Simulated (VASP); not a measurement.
A run of VASP 6.6.1 is set up as follows.

Contents of INCAR:

```
SYSTEM = Y
PREC = Accurate
ENCUT = 500
EDIFF = 1E-7
ISMEAR = 0
SIGMA = 0.1
LREAL = .False.
LASPH = .True.
NELM = 120
ALGO = Normal
ISIF = 3
LWAVE = .False.
LCHARG = .False.
GGA = PS
IBRION = 2
NSW = 60
EDIFFG = -0.03
GGA_COMPAT = .False.
NELMIN = 4
```

The input KPOINTS:

```
regular mesh
0
Gamma
  8 8 8
  0 0 0
```

POSCAR

```
Y
1.0
    2.0200000000      2.0200000000      2.0200000000
   -2.0200000000      2.0200000000      2.0200000000
   -2.0200000000     -2.0200000000      2.0200000000
Y
1
Direct
    0.0000000000      0.0000000000      0.0000000000
```

Potentials or basis: VASP PAW PBE potentials, release 64 (Y_sv).

Launch:

```bash
$ cat potpaw_PBE.64/Y_sv/POTCAR > POTCAR
$ mpirun -np 1 vasp_std > vasp.out
```

Task: Predict the space group after relaxing (to 0.1 Å).

Result: Im-3m (No. 229).

Task: Predict the relaxed volume.

Result: 31.36 Å³/atom.

Step by step:
| step | energy change (eV) | largest force (eV/Å) | pressure (GPa) | volume (Å³) |
| --- | --- | --- | --- | --- |
| 1 | 0.0000 | 0.0000 | -1.91 | 32.97 |
| 2 | -0.0097 | 0.0000 | 0.31 | 31.13 |
| 3 | -0.0100 | 0.0000 | 0.00 | 31.36 |

Caveat: the PAW data sets were made with another functional, which shifts forces and pressure a little.
